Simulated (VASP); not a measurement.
# CdS3 (P6/mmm) in VASP: further runs

The runs below take CdS3 through single point, relaxation of cell and atoms, with PBE.

Program: VASP 6.6.1. These are calculated values, not measurements. Logs are shortened: lines on timing, memory, paths and dates and some standing lists are left out, and cuts for length are marked.

## (1) The cell of the first run

Symmetry: P6/mmm, No. 191, hexagonal system. Conventional cell: a = 4.801 Å, b = 4.801 Å, c = 4.974 Å, α = 90.00°, β = 90.00°, γ = 120.00°. Cd (site symmetry 6/mmm) has 8 S at 2.49 to 2.77 Å within 3.3 Å. S (site symmetry 6/mmm) has 2 Cd at 2.49 Å within 3.3 Å. Within 3.7 Å of S (site symmetry -6m2) lie 3 S at 2.77 Å and 3 Cd at 2.77 Å.

## (2) Single point, PBE

The input, INCAR:

```
SYSTEM = CdS3
  ALGO = Normal
  EDIFF = 1E-6
  ENCUT = 500
  GGA = PE
  GGA_COMPAT = .FALSE.
  ISIF = 2
  ISMEAR = 0
  LASPH = .TRUE.
  LCHARG = .FALSE.
  LREAL = .FALSE.
  LWAVE = .FALSE.
  NBANDS = 23
  NELM = 120
  PREC = Accurate
  SIGMA = 0.1
```

The input, KPOINTS:

```
k-points
0
G
  6 6 4
  0 0 0
```

The input, POSCAR:

```
CdS3
1.0
    4.8008216082      0.0000000000      0.0000000000
   -2.4004108041      4.1576334717      0.0000000000
    0.0000000000      0.0000000000      4.9744937402
Cd S
1 3
Direct
    0.0000000000      0.0000000000      0.5000000000
    0.0000000000      0.0000000000      0.0000000000
    0.3333333333      0.6666666667      0.5000000000
    0.6666666667      0.3333333333      0.5000000000
```

Potentials or basis: VASP PAW PBE potentials, release 64 (Cd, S).

Run with:

```console
$ cat potpaw_PBE.64/Cd/POTCAR potpaw_PBE.64/S/POTCAR > POTCAR
$ mpirun -np 1 vasp_std > vasp.out
```

OUTCAR:

```text
SYSTEM = CdS3
   EDIFF = 1E-6
   ENCUT = 500
   GGA = PE
   ISIF = 2
   ISMEAR = 0
   LASPH = .TRUE.
   LREAL = .FALSE.
   NELM = 120
   PREC = Accurate

 ion  position               nearest neighbor table
   1  0.000  0.000  0.500-   2 2.49   2 2.49   4 2.77   3 2.77   3 2.77   4 2.77   4 2.77   3 2.77

   2  0.000  0.000  0.000-   1 2.49   1 2.49
   3  0.333  0.667  0.500-   4 2.77   1 2.77   4 2.77   1 2.77   1 2.77   4 2.77
   4  0.667  0.333  0.500-   3 2.77   1 2.77   3 2.77   1 2.77   1 2.77   3 2.77

  LATTYP: Found a hexagonal cell.
 ALAT       =     4.8008216082
 C/A-ratio  =     1.0361755021

  Lattice vectors:

 A1 = (   4.8008216082,   0.0000000000,   0.0000000000)
 A2 = (  -2.4004108041,   4.1576334717,   0.0000000000)
 A3 = (   0.0000000000,   0.0000000000,   4.9744937402)

Analysis of symmetry for initial positions (statically):
=====================================================================
 Subroutine PRICEL returns:
 Original cell was already a primitive cell.

 Routine SETGRP: Setting up the symmetry group for a
 hexagonal supercell.

 Subroutine GETGRP returns: Found 24 space group operations
 (whereof 24 operations were pure point group operations)
 out of a pool of 24 trial point group operations.

The static configuration has the point symmetry D_6h.

Analysis of symmetry for dynamics (positions and initial velocities):
=====================================================================
 Subroutine PRICEL returns:
 Original cell was already a primitive cell.

 Routine SETGRP: Setting up the symmetry group for a
 hexagonal supercell.

 Subroutine GETGRP returns: Found 24 space group operations
 (whereof 24 operations were pure point group operations)
 out of a pool of 24 trial point group operations.

The dynamic configuration has the point symmetry D_6h.

 Subroutine INISYM returns: Found 24 space group operations
 (whereof 24 operations are pure point group operations),
 and found     1 'primitive' translations

----------------------------------------------------------------------------------------

                                     Primitive cell

  volume of cell :      99.2912

  direct lattice vectors                    reciprocal lattice vectors
     4.800821608  0.000000000  0.000000000     0.208297679  0.120260721  0.000000000
    -2.400410804  4.157633472  0.000000000     0.000000000  0.240521443  0.000000000
     0.000000000  0.000000000  4.974493740     0.000000000  0.000000000  0.201025482

  length of vectors
     4.800821608  4.800821608  4.974493740     0.240521442  0.240521443  0.201025482

  position of ions in fractional coordinates (direct lattice)
     0.000000000  0.000000000  0.500000000
     0.000000000  0.000000000  0.000000000
     0.333333333  0.666666667  0.500000000
     0.666666667  0.333333333  0.500000000

  ion indices of the primitive-cell ions
   primitive index   ion index
                 1           1
                 2           2
                 3           3
                 4           4

----------------------------------------------------------------------------------------

 KPOINTS: k-points

Automatic generation of k-mesh.
 Grid dimensions read from file:
 generate k-points for:    6    6    4

 Generating k-lattice:

  Cartesian coordinates                     Fractional coordinates (reciprocal lattice)
     0.034716280  0.020043454  0.000000000     0.166666667  0.000000000  0.000000000
     0.000000000  0.040086907  0.000000000     0.000000000  0.166666667  0.000000000
     0.000000000  0.000000000  0.050256370     0.000000000  0.000000000  0.250000000

  Length of vectors
     0.040086907  0.040086907  0.050256370

  Shift w.r.t. Gamma in fractional coordinates (k-lattice)
     0.000000000  0.000000000  0.000000000

 Subroutine IBZKPT returns following result:
 ===========================================

 Found     21 irreducible k-points:

 Following reciprocal coordinates:
            Coordinates               Weight
  0.000000  0.000000  0.000000      1.000000
  0.166667  0.000000  0.000000      6.000000
  0.333333 -0.000000  0.000000      6.000000
  0.500000 -0.000000  0.000000      3.000000
  0.166667  0.166667  0.000000      6.000000
  0.333333  0.166667  0.000000     12.000000
[... 13 lines left out ...]
  0.333333  0.166667  0.500000     12.000000
  0.333333  0.333333  0.500000      2.000000
   k-points           NKPTS =     21   k-points in BZ     NKDIM =     21   number of bands    NBANDS=     23
   number of dos      NEDOS =    301   number of ions     NIONS =      4
   total plane-waves  NPLWV =  46656
   dimension x,y,z NGX =    36 NGY =   36 NGZ =   36
   dimension x,y,z NGXF=    72 NGYF=   72 NGZF=   72
   ions per type =               1   3
   NGX,Y,Z   is equivalent  to a cutoff of  12.47, 12.47, 12.03 a.u.
   NGXF,Y,Z  is equivalent  to a cutoff of  24.93, 24.93, 24.06 a.u.
 SYSTEM =  CdS3
   PREC   = accura    normal or accurate (medium, high low for compatibility)
   ISTART =      0    job   : 0-new  1-cont  2-samecut
   ICHARG =      2    charge: 1-file 2-atom 10-const
   ISPIN  =      1    spin polarized calculation?
   LNONCOLLINEAR =      F non collinear calculations
   LSORBIT =      F    spin-orbit coupling
   LASPH  =      T    aspherical Exc in radial PAW
   ENCUT  =  500.0 eV  36.75 Ry    6.06 a.u.   8.75  8.75  9.07*2*pi/ulx,y,z
   NELM   =    120;   NELMIN=  2; NELMDL= -5     # of ELM steps
   EDIFF  = 0.1E-05   stopping-criterion for ELM
   LREAL  =      F    real-space projection
   EDIFFG = 0.1E-04   stopping-criterion for IOM
   NSW    =      0    number of steps for IOM
   IBRION =     -1    ionic relax: 0-MD 1-quasi-New 2-CG
   NFREE  =      0    steps in history (QN), initial steepest desc. (CG)
   ISIF   =      2    stress and relaxation
   ISYM   =      2    0-nonsym 1-usesym 2-fastsym
   POTIM  = 0.5000    time-step for ionic-motion
   TEBEG  =    0.0;   TEEND  =   0.0 temperature during run
   PSTRESS=    0.0 pullay stress
   NELECT =      30.0000    total number of electrons
   NUPDOWN=      -1.0000    fix difference up-down
   EMIN   =  10.00;   EMAX   =-10.00  energy-range for DOS
   EFERMI =   0.00;   METHOD = LEGACY
   ISMEAR =     0;   SIGMA  =   0.10  broadening in eV -4-tet -1-fermi 0-gaus
   EFERMI_NEDOS =   21; number of points for ismear=-14 and -15
   IALGO  =     38    algorithm
   IMIX   =      4    mixing-type and parameters
     AMIX     =   0.40;   BMIX     =  1.00
     AMIX_MAG =   1.60;   BMIX_MAG =  1.00
  volume/ion in A,a.u.               =      24.82       167.51
  Fermi-wavevector in a.u.,A,eV,Ry     =   1.098529  2.075920 16.419061  1.206767
  Thomas-Fermi vector in A             =   2.234908
   LORBIT       =      0    0 simple, 1 ext, 2 COOP (PROOUT), +10 PAW based schemes
   GGA     = PE    functional components
   LHFCALC =     F    Hartree Fock is set to
   AEXX    =    0.0000 exact exchange contribution
   IVDW    =     0    specifies the selected vdW correction
   LEPSILON=     F    determine dielectric tensor
   LRPA    =     F    only Hartree local field effects (RPA)
 non-spin polarized calculation
 Gauss-broadening in eV      SIGMA  =   0.10
  energy-cutoff  :      500.00
  volume of cell :       99.29
 maximum number of plane-waves:      2536
 NGX is ok and might be reduce to    36
   NGX = 17   NGY = 17   NGZ = 19

 number of electron      30.0000007 magnetization

 Free energy of the ion-electron system (eV)
  ---------------------------------------------------
  ext. energy  EPLUGINS =         0.00000000
  ---------------------------------------------------
  free energy    TOTEN  =        -9.98402728 eV

  energy without entropy =       -9.94854350  energy(sigma->0) =       -9.96628539

 E-fermi :   1.4362     XC(G=0):  -8.9405

 val. band max:        1.4029059783   @ k =   0.1667   0.1667   0.5000
 cond. band min:       1.4409295366   @ k =   0.1667   0.0000   0.2500
 fundamental gap:      0.0380235583
 Fermi energy:         1.4361614354

 k-point     1 :       0.0000    0.0000    0.0000
  band No.  band energies     occupation
      1     -12.2123      2.00000
      2     -10.1990      2.00000
      3      -8.7308      2.00000
      4      -6.8745      2.00000
      5      -6.8745      2.00000
      6      -6.4084      2.00000
[... 15 lines left out ...]
     22      10.9929      0.00000
     23      11.0724      0.00000

 k-point     2 :       0.1667    0.0000    0.0000
  band No.  band energies     occupation
      1     -12.0448      2.00000
      2     -10.2018      2.00000
      3      -9.1598      2.00000
      4      -6.8148      2.00000
      5      -6.5412      2.00000
      6      -6.4223      2.00000
[... 15 lines left out ...]
     22      10.1689      0.00000
     23      10.4684      0.00000

 k-point     3 :       0.3333   -0.0000    0.0000
  band No.  band energies     occupation
      1     -11.5855      2.00000
      2     -10.2406      2.00000
      3      -9.8796      2.00000
      4      -6.6817      2.00000
      5      -6.4487      2.00000
      6      -6.4137      2.00000
[... 15 lines left out ...]
     22       9.3091      0.00000
     23      10.2240      0.00000

 k-point     4 :       0.5000   -0.0000    0.0000
  band No.  band energies     occupation
      1     -11.1295      2.00000
      2     -10.5465      2.00000
      3     -10.1259      2.00000
      4      -6.6062      2.00000
      5      -6.4614      2.00000
      6      -6.4154      2.00000
[... 15 lines left out ...]
     22       9.8899      0.00000
     23      10.8799      0.00000

 k-point     5 :       0.1667    0.1667    0.0000
  band No.  band energies     occupation
      1     -11.7302      2.00000
      2     -10.2124      2.00000
      3      -9.6943      2.00000
      4      -6.7123      2.00000
      5      -6.4395      2.00000
      6      -6.4156      2.00000
[... 356 lines left out ...]
 k-point    19 :       0.1667    0.1667    0.5000
  band No.  band energies     occupation
      1     -11.6549      2.00000
      2      -9.7535      2.00000
      3      -9.6810      2.00000
      4      -7.0064      2.00000
      5      -6.7099      2.00000
      6      -6.4907      2.00000
[... 15 lines left out ...]
     22       9.7168      0.00000
     23      10.1739      0.00000

 k-point    20 :       0.3333    0.1667    0.5000
  band No.  band energies     occupation
      1     -11.1608      2.00000
      2     -10.2980      2.00000
      3      -9.7254      2.00000
      4      -7.0494      2.00000
      5      -6.5787      2.00000
      6      -6.5098      2.00000
[... 15 lines left out ...]
     22      10.3724      0.00000
     23      10.9126      0.00000

 k-point    21 :       0.3333    0.3333    0.5000
  band No.  band energies     occupation
      1     -10.7254      2.00000
      2     -10.7254      2.00000
      3      -9.7160      2.00000
      4      -7.0807      2.00000
      5      -6.4949      2.00000
      6      -6.4949      2.00000
[... 15 lines left out ...]
     22      11.0582      0.00000
     23      11.7346      0.00000

------------------------ aborting loop because EDIFF is reached ----------------------------------------

  FORCE on cell =-STRESS in cart. coord.  units (eV):
  Direction    XX          YY          ZZ          XY          YZ          ZX
  --------------------------------------------------------------------------------------
  -------------------------------------------------------------------------------------
  Total        0.0362947      0.0362947      0.2305140      0.0000000      0.0000000      0.0000000
  in kB        0.5856567      0.5856567      3.7196083      0.0000000      0.0000000      0.0000000
  external PRESSURE =       1.6303072 kB  Pullay stress =       0.0000000 kB

 VOLUME and BASIS-vectors are now :
 -----------------------------------------------------------------------------
  energy-cutoff  :      500.00
  volume of cell :       99.29
      direct lattice vectors                 reciprocal lattice vectors
     4.800821608  0.000000000  0.000000000     0.208297679  0.120260721  0.000000000
    -2.400410804  4.157633472  0.000000000     0.000000000  0.240521443  0.000000000
     0.000000000  0.000000000  4.974493740     0.000000000  0.000000000  0.201025482

 POSITION                                       TOTAL-FORCE (eV/Angst)
 -----------------------------------------------------------------------------------
      0.00000      0.00000      2.48725         0.000000      0.000000     -0.000000
      0.00000      0.00000      0.00000         0.000000      0.000000     -0.000000
     -0.00000      2.77176      2.48725         0.000000     -0.000000      0.000000
      2.40041      1.38588      2.48725        -0.000000      0.000000     -0.000000
 -----------------------------------------------------------------------------------
    total drift:                                0.000000     -0.000000     -0.000000

  FREE ENERGIE OF THE ION-ELECTRON SYSTEM (eV)
  ---------------------------------------------------
  free  energy   TOTEN  =        -9.9840272847 eV

  energy  without entropy=       -9.9485434974  energy(sigma->0) =       -9.96628539
```

Wall time 30 s (1 thread of Intel Xeon Platinum 8488C (Sapphire Rapids), shared host); peak memory 0.21 GiB.

Results:

```
Free energy            : -9.9840 eV
Pressure               : 0.2 GPa
Band gap on the k mesh : zero (band 15 reaches 1.74 eV, above the bottom of band 16 at 1.07 eV)
```

## (3) Relaxation of cell and atoms, PBE

This run uses another cell than the first one, of 27.48 Å³/atom, 1.107 times its volume.

The input, INCAR:

```
ALGO = Normal
EDIFF = 1E-7
EDIFFG = -0.04
ENCUT = 500
GGA = PE
GGA_COMPAT = F
IBRION = 2
ISIF = 3
ISMEAR = 0
LASPH = T
LCHARG = F
LREAL = F
LWAVE = F
NELM = 120
NELMIN = 4
NSW = 90
PREC = Accurate
SIGMA = 0.1
```

The input, KPOINTS:

```
k-points
0
Gamma
  6 6 2
```

The input, POSCAR:

```
CdS3
1.0
    3.8495756000      0.0000000000      0.0000000000
   -1.9247878000      3.3338302700      0.0000000000
    0.0000000000      0.0000000000      8.5645820600
Cd S
1 3
Direct
    0.0000000000      0.0000000000      0.5000000000
    0.0000000000      0.0000000000      0.0000000000
    0.3333333300      0.6666666700      0.5000000000
    0.6666666700      0.3333333300      0.5000000000
```

Potentials or basis: VASP PAW PBE potentials, release 64 (Cd, S).

Run with:

```console
$ cat potpaw_PBE.64/Cd/POTCAR potpaw_PBE.64/S/POTCAR > POTCAR
$ mpirun -np 1 vasp_std > vasp.out
```

Wall time 7.3 min (1 thread of Intel Xeon Platinum 8488C (Sapphire Rapids), shared host); peak memory 0.23 GiB.

Results (log left out):

```yaml
Free_energy: -10.1232 eV
Relaxed_volume: 24.61 Å³/atom
Relaxed_cell: a = 4.777 Å, b = 4.777 Å, c = 4.983 Å, α = 90.00°, β = 90.00°, γ = 120.00°
Space_group_after_relaxing_to_0.05_Å: P6/mmm (No. 191)
Energy_gained_by_relaxing: 1935.4 meV/atom
Ionic_steps: 20
Pressure_after_relaxing: 0.0 GPa
Band_gap_on_the_k_mesh: zero (band 15 reaches 1.78 eV, above the bottom of band 16 at 1.14 eV)
```

Stress tensor (GPa, compression positive):
```
 0.03  0.00  0.00
 0.00  0.03  0.00
 0.00  0.00 -0.15
```

Step by step:
```csv
step,energy change (eV),largest force (eV/Å),pressure (GPa),volume (Å³)
1,0.0000,0.0000,37.35,109.92
2,-3.4775,0.0000,-5.58,233.67
3,-6.0328,0.0000,-1.23,162.72
4,-6.0442,0.0000,-0.87,160.92
5,-6.0491,0.0000,-0.38,158.66
6,-6.0481,0.0000,-0.62,159.72
7,-6.0629,0.0000,-0.64,157.72
8,-6.1154,0.0000,-0.75,151.71
9,-6.2717,0.0000,-1.02,139.71
10,-6.8904,0.0000,-1.28,115.78
11,0.9937,0.0000,72.69,68.23
12,-6.9846,0.0000,-1.22,113.31
13,-7.6364,0.0000,4.76,90.73
14,-7.5824,0.0000,0.72,98.92
15,-7.6718,0.0000,2.49,94.46
16,-7.6736,0.0000,3.18,93.16
17,-7.7377,0.0000,0.62,97.24
18,-7.7415,0.0000,-0.15,98.69
19,-7.7415,0.0000,-0.08,98.58
20,-7.7418,0.0000,-0.03,98.45
```

Final structure:
```cif
data_structure
_symmetry_space_group_name_H-M 'P 1'
_symmetry_Int_Tables_number 1
_cell_length_a 4.7766
_cell_length_b 4.7766
_cell_length_c 4.9827
_cell_angle_alpha 90.000
_cell_angle_beta 90.000
_cell_angle_gamma 120.000
_cell_volume 98.45
loop_
_atom_site_label
_atom_site_type_symbol
_atom_site_fract_x
_atom_site_fract_y
_atom_site_fract_z
_atom_site_occupancy
Cd1 Cd 0.00000 0.00000 0.50000 1
S1 S 0.00000 0.00000 0.00000 1
S2 S 0.33333 0.66667 0.50000 1
S3 S 0.66667 0.33333 0.50000 1
```

Levels at points of the mesh, in eV from the Fermi level:
```csv
k point,band 12,band 13,band 14,band 15,band 16,band 17,band 18,band 19
"(0.00, 0.00, 0.00)",-1.89,-1.89,-0.79,0.29,0.36,0.36,1.77,5.87
"(0.50, 0.00, 0.00)",-1.44,-1.11,-0.53,-0.36,0.09,1.50,3.48,7.19
"(0.00, 0.00, 0.50)",-2.41,-1.32,-1.32,-0.25,-0.25,0.14,5.56,7.49
"(0.50, 0.00, 0.50)",-0.99,-0.42,-0.12,-0.08,0.39,1.52,6.05,6.72
```

Caveat: the k points lie up to 0.63 Å⁻¹ apart in the final cell.

## (4) Relaxation of cell and atoms, PBE

This run uses another cell than the first one, of 24.49 Å³/atom, 0.987 times its volume.

The input, INCAR:

```
SYSTEM = CdS3
  ALGO = Normal
  EDIFF = 1E-7
  EDIFFG = -0.04
  ENCUT = 500
  GGA = PE
  GGA_COMPAT = .False.
  IBRION = 2
  ISIF = 3
  ISMEAR = 0
  LASPH = .True.
  LCHARG = .False.
  LREAL = .False.
  LWAVE = .False.
  NELM = 120
  NELMIN = 4
  NSW = 90
  PREC = Accurate
  SIGMA = 0.1
```

The input, KPOINTS:

```
k-points
0
Gamma
  6 6 4
  0 0 0
```

The input, POSCAR:

```
CdS3
1.0
    4.7771131977      0.0000000000      0.0000000000
   -2.3885565989      4.1371013860      0.0000000000
    0.0000000000      0.0000000000      4.9575536870
Cd S
1 3
Direct
    0.0000000000      0.0000000000      0.5000000000
    0.0000000000      0.0000000000      0.0000000000
    0.3333333333      0.6666666667      0.5000000000
    0.6666666667      0.3333333333      0.5000000000
```

Run with:

```console
$ cat potpaw_PBE.64/Cd/POTCAR potpaw_PBE.64/S/POTCAR > POTCAR
$ mpirun -np 1 vasp_std > vasp.out
```

It took 48 s on 1 thread of Intel Xeon Platinum 8488C (Sapphire Rapids), shared host; peak memory 0.22 GiB.

Results (log left out):

- Free energy: -9.9840 eV
- Relaxed volume: 24.95 Å³/atom
- Relaxed cell: a = 4.805 Å, b = 4.805 Å, c = 4.992 Å, α = 90.00°, β = 90.00°, γ = 120.00°
- Space group after relaxing (to 0.05 Å): P6/mmm (No. 191)
- Energy gained by relaxing: 1.1 meV/atom
- Ionic steps: 2
- Pressure after relaxing: -0.1 GPa
- Band gap on the k mesh: zero (band 15 reaches 1.69 eV, above the bottom of band 16 at 1.03 eV)

Stress tensor (GPa, compression positive):
```
-0.11  0.00  0.00
 0.00 -0.11  0.00
 0.00  0.00 -0.02
```

The path:
```
step  energy change (eV)  largest force (eV/Å)  pressure (GPa)  volume (Å³)
   1              0.0000                0.0000            0.84        97.98
   2             -0.0043                0.0000           -0.08        99.82
```

Final structure:
```
CELL_PARAMETERS angstrom
4.80529 0.00000 0.00000
-2.40264 4.16150 0.00000
0.00000 0.00000 4.99164
ATOMIC_POSITIONS crystal
Cd 0.00000 0.00000 0.50000
S 0.00000 0.00000 0.00000
S 0.33333 0.66667 0.50000
S 0.66667 0.33333 0.50000
```

Levels at points of the mesh, in eV from the Fermi level:
```tsv
k point	band 11	band 12	band 13	band 14	band 15	band 16	band 17	band 18	band 19
(0.00, 0.00, 0.00)	-2.90	-1.87	-1.87	-0.79	0.30	0.34	0.34	1.69	5.87
(0.50, 0.00, 0.00)	-2.67	-1.39	-1.12	-0.50	-0.38	0.07	1.45	3.41	7.17
(0.00, 0.00, 0.50)	-2.44	-2.36	-1.29	-1.29	-0.27	-0.27	0.16	5.48	7.50
(0.50, 0.00, 0.50)	-2.28	-0.95	-0.43	-0.14	-0.11	0.38	1.47	5.98	6.37
```

(Part 1 of 2 ends here.)
